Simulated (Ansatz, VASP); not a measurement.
**HfC: VASP beside Ansatz**

INCAR

```
SYSTEM = HfC
PREC     = Accurate       ! precision mode
ENCUT    = 520            ! plane-wave cutoff, eV
EDIFF    = 1E-8           ! SCF threshold, eV
ISMEAR   = -1             ! smearing method
SIGMA    = 0.05           ! smearing width, eV
LREAL    = .False.        ! projectors in reciprocal space
LASPH    = .True.         ! aspherical terms in the spheres
NELM     = 100            ! most SCF steps
ALGO     = Normal         ! electronic algorithm
ISIF     = 2              ! what is computed and relaxed
LWAVE    = .False.        ! write WAVECAR
LCHARG   = .False.        ! write CHGCAR
GGA      = PE             ! functional
LEFG     = .True.       
NBANDS   = 14             ! bands
```

File KPOINTS:

```
Automatic mesh
0
Gamma
  13 13 13
  0 0 0
```

POSCAR

```
HfC
1.0
    0.0000000000      2.3171388429      2.3171388429
    2.3171388429      0.0000000000      2.3171388429
    2.3171388429      2.3171388429      0.0000000000
Hf C
1 1
Direct
    0.0000000000      0.0000000000      0.0000000000
    0.5000000000      0.5000000000      0.5000000000
```

Input for Ansatz:

```yaml
crystal:
  lattice:
    - [0.0, 2.3171388429, 2.3171388429]
    - [2.3171388429, 0.0, 2.3171388429]
    - [2.3171388429, 2.3171388429, 0.0]
  atoms:
    - { symbol: Hf, position: [0.0, 0.0, 0.0] }
    - { symbol: C, position: [0.5, 0.5, 0.5] }
kpoints:
  mp_grid: { grid: [13, 13, 13] }
  band_path:
    path:
      - [0.0, 0.0, 0.0]
      - [0.5, 0.0, 0.5]
      - [0.625, 0.25, 0.625]
      - [0.375, 0.375, 0.75]
      - [0.0, 0.0, 0.0]
      - [0.5, 0.5, 0.5]
      - [0.5, 0.25, 0.75]
      - [0.5, 0.0, 0.5]
    npoints: 6
scf:
  occupations: { method: fermi_dirac, width: 0.05 }
hamiltonian:
  xc: pbe
  pseudopotentials: { kind: paw }
output:
  forces: true
  stress: true
  eigenvalues: true
  efg: { contact_densities: true }
  populations: true
  write_density: true
  write_potential: true
  elf: true
  volumetric_format: npy
```

Change from the starting cell: volume scaled by 1, PAW files.

Alike in both runs: task electric field gradients; functional PBE; k mesh 13 × 13 × 13; occupations fermi-dirac, width 0.05 eV; no spin polarisation.

```csv
,VASP,Ansatz
version,VASP 6.6.1,Ansatz 0.2.0
potentials or method,"VASP PAW PBE potentials, release 64 (Hf_pv, C)","PAW with Ansatz's default frozen-core files, scalar-relativistic"
plane-wave cutoff (eV),520,420
valence electrons in the cell,14,30
```

Ansatz gave:

* pressure (GPa): 2.6

**Question.** What did VASP give for the same quantities?

**Answer.** Pressure (GPa): 2.0.

The functional is the same, so the differences come from potentials, cutoffs and numerics. VASP's potentials hold 14 valence electrons a cell and Ansatz's 30, so a difference there can come from the potentials and not from the codes.

Spin-orbit coupling is off throughout.
